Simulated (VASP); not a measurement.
SrMg: electric field gradients with LDA

SrMg:

```xyz
2
Lattice="3.9780 0.0000 0.0000 0.0000 3.9780 0.0000 0.0000 0.0000 3.9000" Properties=species:S:1:pos:R:3 pbc="T T T"
Sr    1.9890    1.9890    1.9500
Mg    0.0000    0.0000    0.0000
```

This cell differs from its parent crystal: equal xx and yy strain of +2 %.

```
Program                : VASP 6.6.1
Task                   : electric field gradients
Functional             : LDA
Potentials or basis    : VASP PAW LDA potentials, release 64 (Sr_sv, Mg)
Cutoff                 : 520 eV
k mesh                 : 9 × 9 × 9
Occupations            : fermi-dirac, width 0.05 eV
Spin                   : no spin polarisation
Dipole correction      : no
Further INCAR settings : ALGO = Normal; EDIFF = 1e-08; NBANDS = 13
```

```
Pressure                                : 2.0 GPa
Band gap on the k mesh                  : zero (bands 6 and 7 overlap by 1.31 eV)
Largest electric field gradient by atom : Sr +4.4; Mg +0.0 V/Å²
```

Stress tensor (GPa, compression positive):
```
1.86 0.00 0.00
0.00 1.86 0.00
0.00 0.00 2.21
```

Levels at points of the mesh, in eV from the Fermi level:
| k point | band 2 | band 3 | band 4 | band 5 | band 6 | band 7 | band 8 | band 9 | band 10 | band 11 |
| --- | --- | --- | --- | --- | --- | --- | --- | --- | --- | --- |
| (0.00, 0.00, 0.00) | -17.54 | -17.54 | -17.53 | -5.18 | 0.62 | 0.67 | 4.17 | 4.17 | 4.51 | 4.83 |

Electric field gradients, principal values (V/Å²):
| atom | least | middle | greatest (by size) |
| --- | --- | --- | --- |
| 1 Sr | -2.218 | -2.218 | 4.437 |
| 2 Mg | -0.007 | -0.007 | 0.014 |

It took 58 s on 1 thread of Intel Xeon 8259CL (shared host), peak memory 0.2 GiB.

Caveat: the cell differs from its parent crystal (equal xx and yy strain of +2 %); without QUAD_EFG the Cq values of the log hold for a quadrupole moment of 1 mb, not for the nuclei.
